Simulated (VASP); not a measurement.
Se: single point with LDA

Se:

```
CELL_PARAMETERS angstrom
4.26807 0.00000 0.00000
-2.13403 3.69625 0.00000
0.00000 0.00000 4.94945
ATOMIC_POSITIONS crystal
Se 0.21700 0.00000 0.16667
Se 0.00000 0.21700 0.83333
Se 0.78300 0.78300 0.50000
```

This cell differs from its parent crystal: equal xx and yy strain of -2 %.

| Item | Value |
| --- | --- |
| Program | VASP 6.6.1 |
| Task | single point |
| Functional | LDA |
| Potentials or basis | VASP PAW LDA potentials, release 64 (Se) |
| Cutoff | 520 eV |
| k mesh | 8 × 8 × 6 |
| Occupations | fermi-dirac, width 0.03 eV |
| Spin | no spin polarisation |
| Dipole correction | no |
| Further INCAR settings | ALGO = Normal; EDIFF = 1e-06; NBANDS = 16 |

- Pressure: 3.8 GPa
- Largest force: 1.424 eV/Å
- Band gap on the k mesh: 0.93 eV, indirect (least direct gap 0.95 eV)

Forces on the atoms (eV/Å):
```
Se   1.424  0.000  0.000
Se  -0.712  1.234  0.000
Se  -0.712 -1.234  0.000
```

Stress tensor (GPa, compression positive):
```
2.71 0.00 0.00
0.00 2.71 0.00
0.00 0.00 6.08
```

Levels at points of the mesh, in eV from the valence-band top:
| k point | band 6 | band 7 | band 8 | band 9 | band 10 | band 11 | band 12 | band 13 |
| --- | --- | --- | --- | --- | --- | --- | --- | --- |
| (0.00, 0.00, 0.00) | -3.92 | -2.27 | -2.27 | -0.41 | 1.98 | 1.98 | 2.45 | 5.84 |
| (0.50, 0.00, 0.00) | -3.61 | -3.17 | -2.05 | -1.13 | 1.97 | 2.57 | 4.48 | 5.07 |
| (0.00, 0.00, 0.50) | -3.54 | -1.64 | -1.64 | -1.34 | 1.14 | 1.34 | 1.34 | 5.83 |
| (0.50, 0.00, 0.50) | -4.51 | -2.02 | -1.61 | 0.00 | 1.39 | 2.82 | 3.14 | 6.01 |

Run time: 31 s on 1 thread of Intel(R) Xeon(R) Platinum 8488C (Sapphire Rapids) (shared host), peak memory 0.18 GiB.

Caveat: the cell differs from its parent crystal (equal xx and yy strain of -2 %); forces of over 1 eV/Å act on the atoms, so gaps and moduli don't describe the material at rest. A k mesh can miss the band edges.
